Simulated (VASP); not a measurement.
# Sn8O14F (a cell with a defect) in VASP: a series of runs

Runs on Sn8O14F (a cell with a defect). Level: PBE. Tasks: single point.

Program: VASP 6.6.1. These are calculated values, not measurements. Logs are shortened: lines on timing, memory, paths and dates and some standing lists are left out, and cuts for length are marked.

## Step 1: The cell of the first run

The cell holds a defect, 23 atoms: a = 6.701 Å, b = 6.701 Å, c = 6.373 Å, α = 90.00°, β = 90.00°, γ = 90.00°.

## Step 2: Single point, PBE

The input, INCAR:

```
ALGO = Normal ; EDIFF = 1E-6
ENCUT = 520 ; GGA = PE
ISIF = 2 ; ISMEAR = 0
LASPH = True ; LCHARG = True
LELF = True ; LREAL = Auto
LVHAR = True ; LWAVE = False
NBANDS = 118 ; NELECT = 202.0
NELM = 80 ; PREC = Accurate
SIGMA = 0.02
```

The input, KPOINTS:

```
k-points
0
Gamma
  2 2 2
```

The input, POSCAR:

```
Sn8O14F
1.0
   -4.7380000000     -4.7380000000      0.0000000000
    4.7380000000     -4.7380000000      0.0000000000
    0.0000000000      0.0000000000      6.3730000000
Sn O F
8 14 1
Direct
    0.5007819755      0.4992245673      0.0002874627
   -0.0015614183      0.4992986492      0.2491435745
    0.4974188476      0.4993445547      0.5003033108
   -0.0015753482      0.4993066695      0.7515126314
    0.0667981216     -0.0006875264      0.0004155029
    0.4835719713     -0.0007577037      0.2523331241
   -0.0161826720     -0.0007166526      0.5004272713
    0.4833283031     -0.0007206627      0.7486574612
    0.1953360068      0.4991319122      0.0003422250
    0.0000918109      0.1913864500      0.2451512631
    0.8034514563      0.4993856057      0.0003580731
    0.0002587590      0.8071848881      0.2451278833
    0.1935061207      0.4992133812      0.5003224541
    0.0001847826      0.1913873997      0.7556731524
    0.8024574715      0.4993348459      0.5003257493
    0.0002937949      0.8071914310      0.7556744077
    0.4978262980      0.6968976361      0.2468429311
    0.4979421697      0.3015614183      0.2469116586
    0.6801958632     -0.0010867455      0.5005160835
    0.4977750106      0.6969050232      0.7537709085
    0.2911562896     -0.0008107851      0.5003823945
    0.4980103419      0.3016169270      0.7536788012
    0.7028494090     -0.0008521528      0.0004114232
```

Potentials or basis: VASP PAW PBE potentials, release 64 (Sn_d, O, F).

Command:

```
$ cat potpaw_PBE.64/Sn_d/POTCAR potpaw_PBE.64/O/POTCAR potpaw_PBE.64/F/POTCAR > POTCAR
$ mpirun -np 1 vasp_std > vasp.out
```

OUTCAR:

```text
EDIFF = 1E-6
   ENCUT = 520
   GGA = PE
   ISIF = 2
   ISMEAR = 0
   LASPH = True
   LREAL = Auto
   NELECT = 202.0
   NELM = 80
   PREC = Accurate

 ion  position               nearest neighbor table
   1  0.501  0.499  0.000-  11 2.03   9 2.05  20 2.06  22 2.06  17 2.06  18 2.06   3 3.19   3 3.19
                             4 3.69   2 3.69   8 3.72   8 3.72   6 3.72   6 3.72   4 3.72   2 3.72
   2  0.998  0.499  0.249-  11 2.05   9 2.06  12 2.06  10 2.06  13 2.07  15 2.07   4 3.17   4 3.20
                             1 3.69   3 3.71   7 3.71   7 3.71   3 3.72   1 3.72   5 3.73   5 3.73
   3  0.497  0.499  0.500-  13 2.04  15 2.04  17 2.09  20 2.09  22 2.09  18 2.09   1 3.19   1 3.19
                             6 3.70   6 3.71   8 3.71   2 3.71   8 3.71   4 3.71   2 3.72   4 3.72
   4  0.998  0.499  0.752-  11 2.05   9 2.06  16 2.06  14 2.06  13 2.07  15 2.07   2 3.17   2 3.20
                             1 3.69   3 3.71   7 3.71   7 3.71   3 3.72   1 3.72   5 3.73   5 3.74
   5  0.067  0.999  0.000-  12 2.07  14 2.07  16 2.07  10 2.07  23 2.44   8 3.22   6 3.22   7 3.23
                             7 3.23   2 3.73   2 3.73   4 3.73   4 3.74
   6  0.484  0.999  0.252-  18 2.03  17 2.03  21 2.04  19 2.06  23 2.18   8 3.16   8 3.21   5 3.22
                             7 3.70   3 3.70   3 3.71   7 3.71   1 3.72   1 3.72
   7  0.984  0.999  0.500-  19 2.03  21 2.06  16 2.08  14 2.08  10 2.08  12 2.08   5 3.23   5 3.23
                             8 3.70   6 3.70   6 3.71   8 3.71   4 3.71   4 3.71   2 3.71   2 3.71
   8  0.483  0.999  0.749-  22 2.03  20 2.03  21 2.04  19 2.06  23 2.18   6 3.16   6 3.21   5 3.22
                             7 3.70   3 3.71   3 3.71   7 3.71   1 3.72   1 3.72
   9  0.195  0.499  0.000-   1 2.05   2 2.06   4 2.06
  10  0.000  0.191  0.245-   2 2.06   5 2.07   7 2.08
  11  0.803  0.499  0.000-   1 2.03   2 2.05   4 2.05
  12  0.000  0.807  0.245-   2 2.06   5 2.07   7 2.08
  13  0.194  0.499  0.500-   3 2.04   2 2.07   4 2.07
  14  0.000  0.191  0.756-   4 2.06   5 2.07   7 2.08
  15  0.802  0.499  0.500-   3 2.04   4 2.07   2 2.07
  16  0.000  0.807  0.756-   4 2.06   5 2.07   7 2.08
  17  0.498  0.697  0.247-   6 2.03   1 2.06   3 2.09
  18  0.498  0.302  0.247-   6 2.03   1 2.06   3 2.09
  19  0.680  0.999  0.501-   7 2.03   6 2.06   8 2.06
  20  0.498  0.697  0.754-   8 2.03   1 2.06   3 2.09
  21  0.291  0.999  0.500-   6 2.04   8 2.04   7 2.06
  22  0.498  0.302  0.754-   8 2.03   1 2.06   3 2.09
  23  0.703  0.999  0.000-   6 2.18   8 2.18   5 2.44

  LATTYP: Found a simple tetragonal cell.
 ALAT       =     6.7005438585
 C/A-ratio  =     0.9511168249

  Lattice vectors:

 A1 = (  -4.7380000000,  -4.7380000000,   0.0000000000)
 A2 = (   4.7380000000,  -4.7380000000,   0.0000000000)
 A3 = (   0.0000000000,   0.0000000000,   6.3730000000)

Analysis of symmetry for initial positions (statically):
[... 163 lines left out ...]
   EMIN   =  10.00;   EMAX   =-10.00  energy-range for DOS
   EFERMI =   0.00;   METHOD = LEGACY
   ISMEAR =     0;   SIGMA  =   0.02  broadening in eV -4-tet -1-fermi 0-gaus
   EFERMI_NEDOS =   21; number of points for ismear=-14 and -15
   IALGO  =     38    algorithm
   IMIX   =      4    mixing-type and parameters
     AMIX     =   0.40;   BMIX     =  1.00
     AMIX_MAG =   1.60;   BMIX_MAG =  1.00
  volume/ion in A,a.u.               =      12.44        83.95
  Fermi-wavevector in a.u.,A,eV,Ry     =   1.457708  2.754669 28.911201  2.124913
  Thomas-Fermi vector in A             =   2.574478
   LORBIT       =      0    0 simple, 1 ext, 2 COOP (PROOUT), +10 PAW based schemes
   GGA     = PE    functional components
   LHFCALC =     F    Hartree Fock is set to
   AEXX    =    0.0000 exact exchange contribution
   IVDW    =     0    specifies the selected vdW correction
   LEPSILON=     F    determine dielectric tensor
   LRPA    =     F    only Hartree local field effects (RPA)
 non-spin polarized calculation
 Gauss-broadening in eV      SIGMA  =   0.02
  energy-cutoff  :      520.00
  volume of cell :      286.13
 maximum number of plane-waves:      7760
 NGX is ok and might be reduce to    50
   NGX = 25   NGY = 25   NGZ = 23

 number of electron     202.0000007 magnetization

 Free energy of the ion-electron system (eV)
  ---------------------------------------------------
  ext. energy  EPLUGINS =         0.00000000
  ---------------------------------------------------
  free energy    TOTEN  =      -145.15253125 eV

  energy without entropy =     -145.15253125  energy(sigma->0) =     -145.15253125

 E-fermi :   6.5910     XC(G=0): -11.0814

 val. band max:        6.4237982074   @ k =   0.5000   0.5000   0.5000
 cond. band min:       7.7105087395   @ k =   0.0000   0.0000   0.5000
 fundamental gap:      1.2867105321
 Fermi energy:         6.5909574000

 k-point     1 :       0.0000    0.0000    0.0000
  band No.  band energies     occupation
      1     -17.3779      2.00000
      2     -15.1450      2.00000
      3     -14.8579      2.00000
      4     -14.8080      2.00000
      5     -14.7943      2.00000
      6     -14.7754      2.00000
[... 917 lines left out ...]
    112      14.3265      0.00000
    113      14.5084      0.00000
 [bands above 113 left out]

------------------------ aborting loop because EDIFF is reached ----------------------------------------

  FORCE on cell =-STRESS in cart. coord.  units (eV):
  Direction    XX          YY          ZZ          XY          YZ          ZX
  --------------------------------------------------------------------------------------
  -------------------------------------------------------------------------------------
  Total        1.9811008      1.9923256      6.3492199     -0.3814534     -0.0118861     -0.0179739
  in kB       11.0931049     11.1559580     35.5522362     -2.1359353     -0.0665556     -0.1006440
  external PRESSURE =      19.2670997 kB  Pullay stress =       0.0000000 kB

 VOLUME and BASIS-vectors are now :
 -----------------------------------------------------------------------------
  energy-cutoff  :      520.00
  volume of cell :      286.13
      direct lattice vectors                 reciprocal lattice vectors
    -4.738000000 -4.738000000  0.000000000    -0.105529759 -0.105529759  0.000000000
     4.738000000 -4.738000000  0.000000000     0.105529759 -0.105529759  0.000000000
     0.000000000  0.000000000  6.373000000     0.000000000  0.000000000  0.156911972

 POSITION                                       TOTAL-FORCE (eV/Angst)
 -----------------------------------------------------------------------------------
     -0.00738     -4.73803      0.00183        -0.005250      0.016420      0.000349
     -2.36493     -7.09628      1.58779         0.012653      0.001723      0.001502
      0.00912     -4.72267      3.18843        -0.005125      0.002809      0.003144
     -2.36482     -7.09625      4.78939         0.009257     -0.000038     -0.001679
      4.41825     -5.05123      0.00265        -0.032812     -0.024930      0.000756
      2.44325     -7.02557      1.60812         0.018824      0.007364     -0.035173
[... 15 lines left out ...]
     -0.93051     -3.78863      4.80320        -0.011102      0.006629      0.001313
      1.40386     -8.06406      0.00262        -0.018679     -0.020608      0.001614
 -----------------------------------------------------------------------------------
    total drift:                                0.021354      0.005009      0.009970

  FREE ENERGIE OF THE ION-ELECTRON SYSTEM (eV)
  ---------------------------------------------------
  free  energy   TOTEN  =      -145.1525312550 eV

  energy  without entropy=     -145.1525312550  energy(sigma->0) =     -145.15253125
```

stdout:

```text
POSCAR found type information on POSCAR SnO F
 POSCAR found :  3 types and      23 ions
 scaLAPACK will be used
 LDA part: xc-table for (Slater+PW92), standard interpolation
 POSCAR, INCAR and KPOINTS ok, starting setup
 FFT: planning ... GRIDC
 FFT: planning ... GRID_SOFT
 FFT: planning ... GRID
 WAVECAR not read
 entering main loop
 the old and the new charge density differ
 old charge density:   203.00000 new  202.00000
    0.299E+01
```

Wall time 7.3 min (1 thread of Intel Xeon Platinum 8259CL at 2.50GHz (Skylake/Cascade Lake), shared host); peak memory 0.44 GiB.

Results:

| Quantity | Value |
| --- | --- |
| Free energy | -145.1525 eV |
| Largest force | 0.045 eV/Å |

Forces in eV/Å, atoms in the order of the input:
```
Sn  -0.005  0.016  0.000
Sn   0.013  0.002  0.002
Sn  -0.005  0.003  0.003
Sn   0.009  0.000 -0.002
Sn  -0.033 -0.025  0.001
Sn   0.019  0.007 -0.035
Sn   0.001  0.011 -0.003
Sn   0.016  0.014  0.039
O   -0.015 -0.017 -0.002
O    0.004 -0.005 -0.012
O    0.010  0.011 -0.003
O   -0.006  0.006 -0.011
O   -0.009 -0.010  0.003
O    0.008 -0.007  0.008
O    0.014  0.013  0.000
O   -0.009  0.007  0.011
O    0.007 -0.009 -0.002
O   -0.011  0.003  0.002
O   -0.011 -0.026 -0.003
O    0.005 -0.008  0.003
O    0.027  0.028 -0.002
O   -0.011  0.007  0.001
F   -0.019 -0.021  0.002
```

Caveat: the k points lie up to 0.49 Å⁻¹ apart; the cell carries a net charge on a neutralising background, which shifts energy and pressure; the cell is charged against a uniform background, so pressure and absolute levels hang on convention; spin-orbit coupling is left out, which moves the levels of the heavy elements.

## Step 3: Single point, PBE

The input, INCAR:

```
PREC = Accurate
ENCUT = 520
EDIFF = 1E-6
ISMEAR = 0
SIGMA = 0.02
LREAL = Auto
LASPH = True
NELM = 60
ALGO = Normal
ISIF = 2
LWAVE = False
LCHARG = True
GGA = PE
LELF = True
LVHAR = True
NBANDS = 118
NELECT = 202.0
```

The input, KPOINTS:

```
regular mesh
0
Gamma
  2 2 2
```

POSCAR, as its differences from that of step 2:

```diff
@@ -12,3 +12,3 @@
    -0.0015753482      0.4993066695      0.7515126314
-    0.0667981216     -0.0006875264      0.0004155029
+    0.0667982271     -0.0006874209      0.0004155029
     0.4835719713     -0.0007577037      0.2523331241
@@ -19,3 +19,3 @@
     0.8034514563      0.4993856057      0.0003580731
-    0.0002587590      0.8071848881      0.2451278833
+    0.0002586534      0.8071847826      0.2451278833
     0.1935061207      0.4992133812      0.5003224541
@@ -28,3 +28,3 @@
     0.4977750106      0.6969050232      0.7537709085
-    0.2911562896     -0.0008107851      0.5003823945
+    0.2911563951     -0.0008108907      0.5003823945
     0.4980103419      0.3016169270      0.7536788012
```

Potentials or basis: VASP PAW PBE potentials, release 64 (Sn_d, O, F).

Command:

```
$ cat potpaw_PBE.64/Sn_d/POTCAR potpaw_PBE.64/O/POTCAR potpaw_PBE.64/F/POTCAR > POTCAR
$ mpirun -np 1 vasp_std > vasp.out
```

OUTCAR:

```text
PREC = Accurate
   ENCUT = 520
   EDIFF = 1E-6
   ISMEAR = 0
   LREAL = Auto
   LASPH = True
   NELM = 60
   ISIF = 2
   GGA = PE
   NELECT = 202.0

 ion  position               nearest neighbor table
   1  0.501  0.499  0.000-  11 2.03   9 2.05  20 2.06  22 2.06  17 2.06  18 2.06   3 3.19   3 3.19
                             4 3.69   2 3.69   8 3.72   8 3.72   6 3.72   6 3.72   4 3.72   2 3.72
   2  0.998  0.499  0.249-  11 2.05   9 2.06  12 2.06  10 2.06  13 2.07  15 2.07   4 3.17   4 3.20
                             1 3.69   3 3.71   7 3.71   7 3.71   3 3.72   1 3.72   5 3.73   5 3.73
   3  0.497  0.499  0.500-  13 2.04  15 2.04  17 2.09  20 2.09  22 2.09  18 2.09   1 3.19   1 3.19
                             6 3.70   6 3.71   8 3.71   2 3.71   8 3.71   4 3.71   2 3.72   4 3.72
   4  0.998  0.499  0.752-  11 2.05   9 2.06  16 2.06  14 2.06  13 2.07  15 2.07   2 3.17   2 3.20
                             1 3.69   3 3.71   7 3.71   7 3.71   3 3.72   1 3.72   5 3.73   5 3.74
   5  0.067  0.999  0.000-  12 2.07  14 2.07  16 2.07  10 2.07  23 2.44   8 3.22   6 3.22   7 3.23
                             7 3.23   2 3.73   2 3.73   4 3.73   4 3.74
   6  0.484  0.999  0.252-  18 2.03  17 2.03  21 2.04  19 2.06  23 2.18   8 3.16   8 3.21   5 3.22
                             7 3.70   3 3.70   3 3.71   7 3.71   1 3.72   1 3.72
   7  0.984  0.999  0.500-  19 2.03  21 2.06  16 2.08  14 2.08  10 2.08  12 2.08   5 3.23   5 3.23
                             8 3.70   6 3.70   6 3.71   8 3.71   4 3.71   4 3.71   2 3.71   2 3.71
   8  0.483  0.999  0.749-  22 2.03  20 2.03  21 2.04  19 2.06  23 2.18   6 3.16   6 3.21   5 3.22
                             7 3.70   3 3.71   3 3.71   7 3.71   1 3.72   1 3.72
   9  0.195  0.499  0.000-   1 2.05   2 2.06   4 2.06
  10  0.000  0.191  0.245-   2 2.06   5 2.07   7 2.08
  11  0.803  0.499  0.000-   1 2.03   2 2.05   4 2.05
  12  0.000  0.807  0.245-   2 2.06   5 2.07   7 2.08
  13  0.194  0.499  0.500-   3 2.04   2 2.07   4 2.07
  14  0.000  0.191  0.756-   4 2.06   5 2.07   7 2.08
  15  0.802  0.499  0.500-   3 2.04   4 2.07   2 2.07
  16  0.000  0.807  0.756-   4 2.06   5 2.07   7 2.08
  17  0.498  0.697  0.247-   6 2.03   1 2.06   3 2.09
  18  0.498  0.302  0.247-   6 2.03   1 2.06   3 2.09
  19  0.680  0.999  0.501-   7 2.03   6 2.06   8 2.06
  20  0.498  0.697  0.754-   8 2.03   1 2.06   3 2.09
  21  0.291  0.999  0.500-   6 2.04   8 2.04   7 2.06
  22  0.498  0.302  0.754-   8 2.03   1 2.06   3 2.09
  23  0.703  0.999  0.000-   6 2.18   8 2.18   5 2.44

  LATTYP: Found a simple tetragonal cell.
 ALAT       =     6.7005438585
[... 194 lines left out ...]
 maximum number of plane-waves:      7760
 NGX is ok and might be reduce to    50
   NGX = 25   NGY = 25   NGZ = 23

 number of electron     202.0000007 magnetization

 Free energy of the ion-electron system (eV)
  ---------------------------------------------------
  ext. energy  EPLUGINS =         0.00000000
  ---------------------------------------------------
  free energy    TOTEN  =      -145.15253126 eV

  energy without entropy =     -145.15253126  energy(sigma->0) =     -145.15253126

 E-fermi :   6.5910     XC(G=0): -11.0814

 val. band max:        6.4237962731   @ k =   0.5000   0.5000   0.5000
 cond. band min:       7.7105077515   @ k =   0.0000   0.0000   0.5000
 fundamental gap:      1.2867114784
 Fermi energy:         6.5909625971

 k-point     1 :       0.0000    0.0000    0.0000
  band No.  band energies     occupation
      1     -17.3779      2.00000
      2     -15.1450      2.00000
      3     -14.8579      2.00000
      4     -14.8080      2.00000
      5     -14.7943      2.00000
      6     -14.7754      2.00000
[... 917 lines left out ...]
    112      14.3265      0.00000
    113      14.5084      0.00000
 [bands above 113 left out]

------------------------ aborting loop because EDIFF is reached ----------------------------------------

  FORCE on cell =-STRESS in cart. coord.  units (eV):
  Direction    XX          YY          ZZ          XY          YZ          ZX
  --------------------------------------------------------------------------------------
  -------------------------------------------------------------------------------------
  Total        1.9811000      1.9923115      6.3492158     -0.3814512     -0.0118864     -0.0179736
  in kB       11.0931007     11.1558791     35.5522134     -2.1359228     -0.0665573     -0.1006425
  external PRESSURE =      19.2670644 kB  Pullay stress =       0.0000000 kB

 VOLUME and BASIS-vectors are now :
 -----------------------------------------------------------------------------
  energy-cutoff  :      520.00
  volume of cell :      286.13
      direct lattice vectors                 reciprocal lattice vectors
    -4.738000000 -4.738000000  0.000000000    -0.105529759 -0.105529759  0.000000000
     4.738000000 -4.738000000  0.000000000     0.105529759 -0.105529759  0.000000000
     0.000000000  0.000000000  6.373000000     0.000000000  0.000000000  0.156911972

 POSITION                                       TOTAL-FORCE (eV/Angst)
 -----------------------------------------------------------------------------------
     -0.00738     -4.73803      0.00183        -0.005250      0.016419      0.000349
     -2.36493     -7.09628      1.58779         0.012653      0.001724      0.001502
      0.00912     -4.72267      3.18843        -0.005124      0.002808      0.003144
     -2.36482     -7.09625      4.78939         0.009260     -0.000040     -0.001679
      4.41825     -5.05123      0.00265        -0.032820     -0.024911      0.000760
      2.44325     -7.02557      1.60812         0.018818      0.007360     -0.035175
[... 15 lines left out ...]
     -0.93051     -3.78863      4.80320        -0.011102      0.006630      0.001313
      1.40386     -8.06406      0.00262        -0.018677     -0.020607      0.001614
 -----------------------------------------------------------------------------------
    total drift:                                0.021355      0.005011      0.009970

  FREE ENERGIE OF THE ION-ELECTRON SYSTEM (eV)
  ---------------------------------------------------
  free  energy   TOTEN  =      -145.1525312575 eV

  energy  without entropy=     -145.1525312575  energy(sigma->0) =     -145.15253126
```

OSZICAR:

```text
N       E                     dE             d eps       ncg     rms          rms(c)
DAV:   1     0.377787640178E+04    0.37779E+04   -0.85771E+04  2122   0.272E+03
DAV:   2     0.826845455184E+03   -0.29510E+04   -0.28235E+04  1896   0.874E+02
DAV:   3    -0.619700092300E+02   -0.88882E+03   -0.85539E+03  2060   0.332E+02
DAV:   4    -0.163471905833E+03   -0.10150E+03   -0.99748E+02  2176   0.123E+02
DAV:   5    -0.167678315394E+03   -0.42064E+01   -0.41691E+01  2232   0.250E+01    0.299E+01
DAV:   6    -0.144595290878E+03    0.23083E+02   -0.86810E+01  2872   0.688E+01    0.107E+01
DAV:   7    -0.145279997589E+03   -0.68471E+00   -0.10485E+01  2112   0.102E+01    0.658E+00
DAV:   8    -0.145236774588E+03    0.43223E-01   -0.16831E+00  2640   0.723E+00    0.194E+00
DAV:   9    -0.145146234952E+03    0.90540E-01   -0.36342E-01  2712   0.441E+00    0.416E-01
DAV:  10    -0.145151642041E+03   -0.54071E-02   -0.74591E-02  2392   0.112E+00    0.267E-01
DAV:  11    -0.145152354656E+03   -0.71261E-03   -0.57207E-03  2528   0.427E-01    0.139E-01
DAV:  12    -0.145152533666E+03   -0.17901E-03   -0.18393E-03  2408   0.194E-01    0.449E-02
DAV:  13    -0.145152527351E+03    0.63155E-05   -0.20750E-04  2488   0.799E-02    0.117E-02
DAV:  14    -0.145152532500E+03   -0.51496E-05   -0.48912E-05  2072   0.234E-02    0.105E-02
DAV:  15    -0.145152531445E+03    0.10559E-05   -0.54606E-06  2032   0.137E-02    0.367E-03
DAV:  16    -0.145152531258E+03    0.18709E-06   -0.26263E-06  1632   0.872E-03
   1 F= -.14515253E+03 E0= -.14515253E+03  d E =-.644055E-33
```

It took 15 min on 1 thread of Intel Xeon 8259CL, shared host; peak memory 0.44 GiB.

Results:

```
Free energy   : -145.1525 eV
Largest force : 0.045 eV/Å
```

Forces in eV/Å, atoms in the order of the input:
```
Sn  -0.005  0.016  0.000
Sn   0.013  0.002  0.002
Sn  -0.005  0.003  0.003
Sn   0.009  0.000 -0.002
Sn  -0.033 -0.025  0.001
Sn   0.019  0.007 -0.035
Sn   0.001  0.011 -0.003
Sn   0.016  0.014  0.039
O   -0.015 -0.017 -0.002
O    0.004 -0.005 -0.012
O    0.010  0.011 -0.003
O   -0.006  0.006 -0.011
O   -0.009 -0.010  0.003
O    0.008 -0.007  0.008
O    0.014  0.013  0.000
O   -0.009  0.007  0.011
O    0.007 -0.009 -0.002
O   -0.011  0.003  0.002
O   -0.011 -0.026 -0.003
O    0.005 -0.008  0.003
O    0.027  0.028 -0.002
O   -0.011  0.007  0.001
F   -0.019 -0.021  0.002
```

Caveat: the k points lie up to 0.49 Å⁻¹ apart; the cell carries a net charge on a neutralising background, which shifts energy and pressure; the cell is charged against a uniform background, so pressure and absolute levels hang on convention; spin-orbit coupling is left out, which moves the levels of the heavy elements.
